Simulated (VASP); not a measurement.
# Al5Cu (P-62m) in VASP: further runs

Al5Cu is run at these levels: PBE; tasks: single point, relaxation of cell and atoms.

Program: VASP 6.6.1. These are calculated values, not measurements. Logs are shortened: lines on timing, memory, paths and dates and some standing lists are left out, and cuts for length are marked.

**1. The cell of the first run**

The structure is hexagonal, space group P-62m (No. 189). The conventional cell has a = 4.883 Å, b = 4.883 Å, c = 4.565 Å, α = 90.00°, β = 90.00°, γ = 120.00°. Al (site symmetry -6) has 9 Al at 2.81 to 2.82 Å and 3 Cu at 2.82 Å within 3.7 Å. Within 3.6 Å of Al (site symmetry m2m) lie 10 Al at 2.76 to 2.85 Å and 2 Cu at 2.78 Å. Cu (site symmetry -62m) has 12 Al at 2.78 to 2.82 Å within 3.7 Å.

**2. Single point, PBE**

INCAR

```
SYSTEM = Al5Cu
PREC = Accurate ; ENCUT = 520
EDIFF = 1E-6 ; ISMEAR = 0
SIGMA = 0.1 ; LREAL = .FALSE.
LASPH = .TRUE. ; NELM = 80
ALGO = Fast ; ISIF = 2
LWAVE = .FALSE. ; LCHARG = .FALSE.
GGA = PE ; NBANDS = 22
```

KPOINTS

```
regular mesh
0
G
  12 12 8
  0 0 0
```

POSCAR

```
Al5Cu
1.0
    4.8828937482      0.0000000000      0.0000000000
   -2.4414468741      4.2287100299      0.0000000000
    0.0000000000      0.0000000000      4.5654111154
Al Cu
5 1
Direct
    0.6666666667      0.3333333333      0.0000000000
    0.3333333333      0.6666666667      0.0000000000
    0.3262704313      0.0000000000      0.5000000000
    0.0000000000      0.3262704313      0.5000000000
    0.6737295687      0.6737295687      0.5000000000
    0.0000000000      0.0000000000      0.0000000000
```

Potentials or basis: VASP PAW PBE potentials, release 64 (Al, Cu).

Run with:

```bash
$ cat potpaw_PBE.64/Al/POTCAR potpaw_PBE.64/Cu/POTCAR > POTCAR
$ mpirun -np 1 vasp_std > vasp.out
```

OUTCAR:

```text
SYSTEM = Al5Cu
   PREC = Accurate
   ENCUT = 520
   EDIFF = 1E-6
   ISMEAR = 0
   LREAL = .FALSE.
   LASPH = .TRUE.
   NELM = 80
   ISIF = 2
   GGA = PE

 ion  position               nearest neighbor table
   1  0.667  0.333  0.000-   4 2.81   4 2.81   3 2.81   3 2.81   5 2.81   5 2.81   2 2.82   2 2.82
                             6 2.82   6 2.82   6 2.82   2 2.82
   2  0.333  0.667  0.000-   3 2.81   3 2.81   4 2.81   4 2.81   5 2.81   5 2.81   1 2.82   6 2.82
                             1 2.82   6 2.82   6 2.82   1 2.82
   3  0.326  0.000  0.500-   4 2.76   5 2.76   6 2.78   6 2.78   2 2.81   2 2.81   1 2.81   1 2.81
                             4 2.85   5 2.85   4 2.85   5 2.85
   4  0.000  0.326  0.500-   5 2.76   3 2.76   6 2.78   6 2.78   1 2.81   1 2.81   2 2.81   2 2.81
                             3 2.85   5 2.85   5 2.85   3 2.85
   5  0.674  0.674  0.500-   4 2.76   3 2.76   6 2.78   6 2.78   1 2.81   1 2.81   2 2.81   2 2.81
                             3 2.85   4 2.85   4 2.85   3 2.85
   6  0.000  0.000  0.000-   4 2.78   5 2.78   4 2.78   5 2.78   3 2.78   3 2.78   1 2.82   2 2.82
                             2 2.82   1 2.82   1 2.82   2 2.82

  LATTYP: Found a hexagonal cell.
 ALAT       =     4.8828937482
 C/A-ratio  =     0.9349806387

  Lattice vectors:

 A1 = (   4.8828937482,   0.0000000000,   0.0000000000)
 A2 = (  -2.4414468741,   4.2287100299,   0.0000000000)
 A3 = (   0.0000000000,   0.0000000000,   4.5654111154)

Analysis of symmetry for initial positions (statically):
=====================================================================
 Subroutine PRICEL returns:
 Original cell was already a primitive cell.

 Routine SETGRP: Setting up the symmetry group for a
 hexagonal supercell.

 Subroutine GETGRP returns: Found 12 space group operations
 (whereof 12 operations were pure point group operations)
 out of a pool of 24 trial point group operations.

The static configuration has the point symmetry D_3h.

Analysis of symmetry for dynamics (positions and initial velocities):
=====================================================================
 Subroutine PRICEL returns:
 Original cell was already a primitive cell.

 Routine SETGRP: Setting up the symmetry group for a
 hexagonal supercell.

 Subroutine GETGRP returns: Found 12 space group operations
 (whereof 12 operations were pure point group operations)
 out of a pool of 24 trial point group operations.

The dynamic configuration has the point symmetry D_3h.

 Subroutine INISYM returns: Found 12 space group operations
 (whereof 12 operations are pure point group operations),
 and found     1 'primitive' translations

----------------------------------------------------------------------------------------

                                     Primitive cell

  volume of cell :      94.2682

  direct lattice vectors                    reciprocal lattice vectors
     4.882893748  0.000000000  0.000000000     0.204796592  0.118239368  0.000000000
    -2.441446874  4.228710030  0.000000000     0.000000000  0.236478735  0.000000000
     0.000000000  0.000000000  4.565411115     0.000000000  0.000000000  0.219038324

  length of vectors
     4.882893748  4.882893748  4.565411115     0.236478735  0.236478735  0.219038324

  position of ions in fractional coordinates (direct lattice)
     0.666666667  0.333333333  0.000000000
     0.333333333  0.666666667  0.000000000
     0.326270431  0.000000000  0.500000000
     0.000000000  0.326270431  0.500000000
     0.673729569  0.673729569  0.500000000
     0.000000000  0.000000000  0.000000000

  ion indices of the primitive-cell ions
   primitive index   ion index
                 1           1
                 2           2
                 3           3
                 4           4
                 5           5
                 6           6

----------------------------------------------------------------------------------------

 KPOINTS: regular mesh

Automatic generation of k-mesh.
 Grid dimensions read from file:
 generate k-points for:   12   12    8

 Generating k-lattice:

  Cartesian coordinates                     Fractional coordinates (reciprocal lattice)
     0.017066383  0.009853281  0.000000000     0.083333333  0.000000000  0.000000000
     0.000000000  0.019706561  0.000000000     0.000000000  0.083333333  0.000000000
     0.000000000  0.000000000  0.027379791     0.000000000  0.000000000  0.125000000

  Length of vectors
     0.019706561  0.019706561  0.027379791

  Shift w.r.t. Gamma in fractional coordinates (k-lattice)
     0.000000000  0.000000000  0.000000000

 Subroutine IBZKPT returns following result:
 ===========================================

 Found     95 irreducible k-points:

 Following reciprocal coordinates:
            Coordinates               Weight
  0.000000  0.000000  0.000000      1.000000
  0.083333  0.000000  0.000000      6.000000
  0.166667  0.000000  0.000000      6.000000
  0.250000  0.000000  0.000000      6.000000
  0.333333  0.000000  0.000000      6.000000
  0.416667 -0.000000  0.000000      6.000000
[... 16 lines left out ...]
  0.250000  0.000000  0.125000     12.000000
  0.333333  0.000000  0.125000     12.000000
 [... further k-points ...]
   k-points           NKPTS =     95   k-points in BZ     NKDIM =     95   number of bands    NBANDS=     22
   number of dos      NEDOS =    301   number of ions     NIONS =      6
   total plane-waves  NPLWV =  46656
   dimension x,y,z NGX =    36 NGY =   36 NGZ =   36
   dimension x,y,z NGXF=    72 NGYF=   72 NGZF=   72
   ions per type =               5   1
   NGX,Y,Z   is equivalent  to a cutoff of  12.26, 12.26, 13.11 a.u.
   NGXF,Y,Z  is equivalent  to a cutoff of  24.51, 24.51, 26.22 a.u.
 SYSTEM =  Al5Cu
   PREC   = accura    normal or accurate (medium, high low for compatibility)
   ISTART =      0    job   : 0-new  1-cont  2-samecut
   ICHARG =      2    charge: 1-file 2-atom 10-const
   ISPIN  =      1    spin polarized calculation?
   LNONCOLLINEAR =      F non collinear calculations
   LSORBIT =      F    spin-orbit coupling
   LASPH  =      T    aspherical Exc in radial PAW
   ENCUT  =  520.0 eV  38.22 Ry    6.18 a.u.   9.08  9.08  8.49*2*pi/ulx,y,z
   NELM   =     80;   NELMIN=  2; NELMDL= -5     # of ELM steps
   EDIFF  = 0.1E-05   stopping-criterion for ELM
   LREAL  =      F    real-space projection
[... 7 lines left out ...]
   TEBEG  =    0.0;   TEEND  =   0.0 temperature during run
   PSTRESS=    0.0 pullay stress
   NELECT =      26.0000    total number of electrons
   NUPDOWN=      -1.0000    fix difference up-down
   EMIN   =  10.00;   EMAX   =-10.00  energy-range for DOS
   EFERMI =   0.00;   METHOD = LEGACY
   ISMEAR =     0;   SIGMA  =   0.10  broadening in eV -4-tet -1-fermi 0-gaus
   EFERMI_NEDOS =   21; number of points for ismear=-14 and -15
   IALGO  =     68    algorithm
   IMIX   =      4    mixing-type and parameters
     AMIX     =   0.40;   BMIX     =  1.00
     AMIX_MAG =   1.60;   BMIX_MAG =  1.00
  volume/ion in A,a.u.               =      15.71       106.03
  Fermi-wavevector in a.u.,A,eV,Ry     =   1.065641  2.013769 15.450650  1.135591
  Thomas-Fermi vector in A             =   2.201199
   LORBIT       =      0    0 simple, 1 ext, 2 COOP (PROOUT), +10 PAW based schemes
   GGA     = PE    functional components
   LHFCALC =     F    Hartree Fock is set to
   AEXX    =    0.0000 exact exchange contribution
   IVDW    =     0    specifies the selected vdW correction
   LEPSILON=     F    determine dielectric tensor
   LRPA    =     F    only Hartree local field effects (RPA)
 non-spin polarized calculation
 RMM-DIIS sequential band-by-band and
 Gauss-broadening in eV      SIGMA  =   0.10
  energy-cutoff  :      520.00
  volume of cell :       94.27
 maximum number of plane-waves:      2562
   NGX = 19   NGY = 19   NGZ = 17

 number of electron      25.9999994 magnetization

 Free energy of the ion-electron system (eV)
  ---------------------------------------------------
  ext. energy  EPLUGINS =         0.00000000
  ---------------------------------------------------
  free energy    TOTEN  =       -22.34915955 eV

  energy without entropy =      -22.33999008  energy(sigma->0) =      -22.34457482

 E-fermi :   8.0574     XC(G=0): -10.5181

 val. band max:        8.0565595807   @ k =   0.0000   0.0000   0.3750
 cond. band min:       8.0607633309   @ k =   0.0833   0.0000   0.5000
 fundamental gap:      0.0042037501
 Fermi energy:         8.0574256416

 k-point     1 :       0.0000    0.0000    0.0000
  band No.  band energies     occupation
      1      -3.0180      2.00000
      2       3.0673      2.00000
      3       3.7087      2.00000
      4       3.7087      2.00000
      5       3.7781      2.00000
      6       4.5424      2.00000
[... 14 lines left out ...]
     21      12.7098      0.00000
     22      13.1200      0.00000

 k-point     2 :       0.0833    0.0000    0.0000
  band No.  band energies     occupation
      1      -2.9605      2.00000
      2       3.0343      2.00000
      3       3.3201      2.00000
      4       3.6748      2.00000
      5       3.7995      2.00000
      6       4.5389      2.00000
[... 14 lines left out ...]
     21      12.5751      0.00000
     22      13.1622      0.00000

 k-point     3 :       0.1667    0.0000    0.0000
  band No.  band energies     occupation
      1      -2.7881      2.00000
      2       2.3987      2.00000
      3       3.0623      2.00000
      4       3.5772      2.00000
      5       3.8553      2.00000
      6       4.2034      2.00000
[... 14 lines left out ...]
     21      12.7206      0.00000
     22      13.7447      0.00000

 k-point     4 :       0.2500    0.0000    0.0000
  band No.  band energies     occupation
      1      -2.5019      2.00000
      2       1.4728      2.00000
      3       2.9249      2.00000
      4       3.4385      2.00000
      5       3.9240      2.00000
      6       4.0974      2.00000
[... 14 lines left out ...]
     21      13.6501      0.00000
     22      14.5479      0.00000

 k-point     5 :       0.3333    0.0000    0.0000
  band No.  band energies     occupation
      1      -2.1037      2.00000
      2       0.5795      2.00000
      3       2.7596      2.00000
      4       3.2988      2.00000
      5       3.9839      2.00000
      6       4.1770      2.00000
[... 14 lines left out ...]
     21      13.8343      0.00000
     22      14.1539      0.00000

 k-point     6 :       0.4167   -0.0000    0.0000
  band No.  band energies     occupation
      1      -1.5988      2.00000
      2      -0.2318      2.00000
      3       2.6381      2.00000
      4       3.1993      2.00000
      5       4.0225      2.00000
      6       4.2937      2.00000
[... 14 lines left out ...]
     21      12.8242      0.00000
     22      13.3874      0.00000

 k-point     7 :       0.5000    0.0000    0.0000
  band No.  band energies     occupation
      1      -1.0980      2.00000
      2      -0.8358      2.00000
      3       2.5948      2.00000
      4       3.1638      2.00000
      5       4.0356      2.00000
      6       4.3448      2.00000
[... 324 lines left out ...]
      6       4.4703      2.00000
[... 14 lines left out ...]
     21      13.6978      0.00000
     22      13.7915      0.00000

 k-point    21 :       0.0833    0.0000    0.1250
  band No.  band energies     occupation
      1      -2.8498      2.00000
      2       2.2251      2.00000
      3       3.3642      2.00000
      4       3.7176      2.00000
      5       3.7964      2.00000
      6       4.4642      2.00000
[... 14 lines left out ...]
     21      12.9708      0.00000
     22      13.6378      0.00000

 k-point    22 :       0.1667    0.0000    0.1250
  band No.  band energies     occupation
      1      -2.6777      2.00000
      2       2.3137      2.00000
      3       2.5698      2.00000
      4       3.5290      2.00000
      5       3.6463      2.00000
      6       4.4512      2.00000
[... 14 lines left out ...]
     21      12.7815      0.00000
     22      13.3789      0.00000

 k-point    23 :       0.2500    0.0000    0.1250
  band No.  band energies     occupation
      1      -2.3919      2.00000
      2       1.5712      2.00000
      3       2.5763      2.00000
      4       3.2892      2.00000
      5       3.5087      2.00000
      6       4.4385      2.00000
[... 14 lines left out ...]
     21      12.9147      0.00000
     22      13.4762      0.00000

 k-point    24 :       0.3333    0.0000    0.1250
  band No.  band energies     occupation
      1      -1.9944      2.00000
      2       0.6836      2.00000
      3       2.7153      2.00000
      4       3.2246      2.00000
      5       3.3735      2.00000
      6       4.3772      2.00000
[... 14 lines left out ...]
     21      13.8022      0.00000
     22      13.9496      0.00000

 [... further k-points ...]

------------------------ aborting loop because EDIFF is reached ----------------------------------------

  FORCE on cell =-STRESS in cart. coord.  units (eV):
  Direction    XX          YY          ZZ          XY          YZ          ZX
  --------------------------------------------------------------------------------------
  -------------------------------------------------------------------------------------
  Total       -0.1067667     -0.1067667     -0.0928631      0.0000000      0.0000000     -0.0000000
  in kB       -1.8146009     -1.8146009     -1.5782975      0.0000000      0.0000000     -0.0000000
  external PRESSURE =      -1.7358331 kB  Pullay stress =       0.0000000 kB

 VOLUME and BASIS-vectors are now :
 -----------------------------------------------------------------------------
  energy-cutoff  :      520.00
  volume of cell :       94.27
      direct lattice vectors                 reciprocal lattice vectors
     4.882893748  0.000000000  0.000000000     0.204796592  0.118239368  0.000000000
    -2.441446874  4.228710030  0.000000000     0.000000000  0.236478735  0.000000000
     0.000000000  0.000000000  4.565411115     0.000000000  0.000000000  0.219038324

 POSITION                                       TOTAL-FORCE (eV/Angst)
 -----------------------------------------------------------------------------------
      2.44145      1.40957      0.00000         0.000000      0.000000      0.000000
     -0.00000      2.81914      0.00000         0.000000      0.000000      0.000000
      1.59314      0.00000      2.28271         0.004439      0.000000     -0.000000
     -0.79657      1.37970      2.28271        -0.002220      0.003845     -0.000000
      1.64487      2.84901      2.28271        -0.002220     -0.003845      0.000000
      0.00000      0.00000      0.00000         0.000000      0.000000      0.000000
 -----------------------------------------------------------------------------------
    total drift:                                0.000001      0.000001      0.000000

  FREE ENERGIE OF THE ION-ELECTRON SYSTEM (eV)
  ---------------------------------------------------
  free  energy   TOTEN  =       -22.3491595527 eV

  energy  without entropy=      -22.3399900840  energy(sigma->0) =      -22.34457482
```

Wall time 2.5 min (1 thread of AMD EPYC 9R45 (Zen 5), shared host); peak memory 0.29 GiB.

Results:

| Property | Result |
| --- | --- |
| Free energy | -22.3492 eV |
| Pressure | -0.2 GPa |
| Largest force | 0.004 eV/Å |
| Band gap on the k mesh | zero (bands 13 and 14 overlap by 3.07 eV) |

Forces in eV/Å, atoms in the order of the input:
```
Al   0.000  0.000  0.000
Al   0.000  0.000  0.000
Al   0.004  0.000  0.000
Al  -0.002  0.004  0.000
Al  -0.002 -0.004  0.000
Cu   0.000  0.000  0.000
```

Levels at points of the mesh, in eV from the Fermi level:
```csv
k point,band 10,band 11,band 12,band 13,band 14,band 15,band 16,band 17
"(0.00, 0.00, 0.00)",-2.64,-2.64,-1.97,-1.97,-1.68,2.60,3.11,3.11
"(0.50, 0.00, 0.00)",-2.13,-2.01,-1.70,-0.93,1.35,1.76,2.50,2.90
"(0.00, 0.00, 0.50)",-1.39,-1.39,-1.09,-1.09,-0.84,-0.35,-0.35,0.01
"(0.50, 0.00, 0.50)",-3.21,-3.21,-2.01,-1.61,3.75,3.86,4.48,4.57
```

**3. Relaxation of cell and atoms, PBE**

This run uses another cell than the first one, of the same volume but with other edges.

INCAR

```
PREC     = Accurate       # precision mode
ENCUT    = 600            # plane-wave cutoff, eV
EDIFF    = 1E-7           # SCF threshold, eV
ISMEAR   = 0              # smearing method
SIGMA    = 0.1            # smearing width, eV
LREAL    = F              # projectors in reciprocal space
LASPH    = T              # aspherical terms in the spheres
NELM     = 100            # most SCF steps
ALGO     = Fast           # electronic algorithm
ISIF     = 3              # what is computed and relaxed
LWAVE    = F              # write WAVECAR
LCHARG   = F              # write CHGCAR
GGA      = PE             # functional
IBRION   = 2              # ionic algorithm
NSW      = 100            # ionic steps
EDIFFG   = -0.01          # ionic threshold
```

KPOINTS

```
regular mesh
0
Gamma
  12 12 8
```

POSCAR

```
Al5Cu
1.0
    4.9387284256      0.0000000000      0.0000000000
   -2.4693642128      4.2770642789      0.0000000000
    0.0000000000      0.0000000000      4.4592827132
Al Cu
5 1
Direct
    0.6666666667      0.3333333333      0.0000000000
    0.3333333333      0.6666666667      0.0000000000
    0.3233858862      0.0000000000      0.5000000000
    0.0000000000      0.3233858862      0.5000000000
    0.6766141138      0.6766141138      0.5000000000
    0.0000000000      0.0000000000      0.0000000000
```

Potentials or basis: VASP PAW PBE potentials, release 64 (Al, Cu).

Run with:

```bash
$ cat potpaw_PBE.64/Al/POTCAR potpaw_PBE.64/Cu/POTCAR > POTCAR
$ mpirun -np 1 vasp_std > vasp.out
```

Run time: 14 min. Hardware: 1 thread of AMD EPYC 9R45 (Zen 5), shared host; peak memory 0.34 GiB.

Results (log left out):

| Property | Result |
| --- | --- |
| Free energy | -22.3495 eV |
| Relaxed volume | 15.72 Å³/atom |
| Relaxed cell | a = 4.883 Å, b = 4.883 Å, c = 4.566 Å, α = 90.00°, β = 90.00°, γ = 120.00° |
| Space group after relaxing (to 0.1 Å) | P-62m (No. 189) |
| Energy gained by relaxing | 15.2 meV/atom |
| Ionic steps | 8 |
| Pressure after relaxing | 0.0 GPa |
| Largest force after relaxing | 0.004 eV/Å |
| Band gap on the k mesh | zero (bands 13 and 14 overlap by 3.07 eV) |

Forces on the atoms (eV/Å):
```
Al   0.000  0.000  0.000
Al   0.000  0.000  0.000
Al   0.004  0.000  0.000
Al  -0.002  0.003  0.000
Al  -0.002 -0.003  0.000
Cu   0.000  0.000  0.000
```

Step by step:
```tsv
step	energy change (eV)	largest force (eV/Å)	pressure (GPa)	volume (Å³)
1	0.0000	0.0553	0.41	94.19
2	-0.0809	0.0724	-0.28	94.73
3	-0.0875	0.0828	-0.73	95.31
4	-0.0877	0.0834	-0.71	95.20
5	-0.0905	0.0443	0.14	94.19
6	-0.0906	0.0505	0.02	94.34
7	-0.0910	0.0187	0.02	94.31
8	-0.0911	0.0039	0.04	94.30
```

Final structure:
```yaml
crystal:
  lattice:
    - [4.88332, 0.00000, 0.00000]
    - [-2.44166, 4.22908, 0.00000]
    - [0.00000, 0.00000, 4.56596]
  atoms:
    - { symbol: Al, position: [0.66667, 0.33333, 0.00000] }
    - { symbol: Al, position: [0.33333, 0.66667, 0.00000] }
    - { symbol: Al, position: [0.32629, 0.00000, 0.50000] }
    - { symbol: Al, position: [0.00000, 0.32629, 0.50000] }
    - { symbol: Al, position: [0.67371, 0.67371, 0.50000] }
    - { symbol: Cu, position: [0.00000, 0.00000, 0.00000] }
```

Levels at points of the mesh, in eV from the Fermi level:
```tsv
k point	band 10	band 11	band 12	band 13	band 14	band 15	band 16	band 17
(0.00, 0.00, 0.00)	-2.64	-2.64	-1.97	-1.97	-1.68	2.60	3.11	3.11
(0.50, 0.00, 0.00)	-2.13	-2.01	-1.70	-0.93	1.35	1.76	2.50	2.90
(0.00, 0.00, 0.50)	-1.39	-1.39	-1.09	-1.09	-0.84	-0.35	-0.35	0.01
(0.50, 0.00, 0.50)	-3.21	-3.21	-2.01	-1.61	3.75	3.85	4.48	4.57
```

Caveat: the highest band is partly filled, so the run has too few bands.
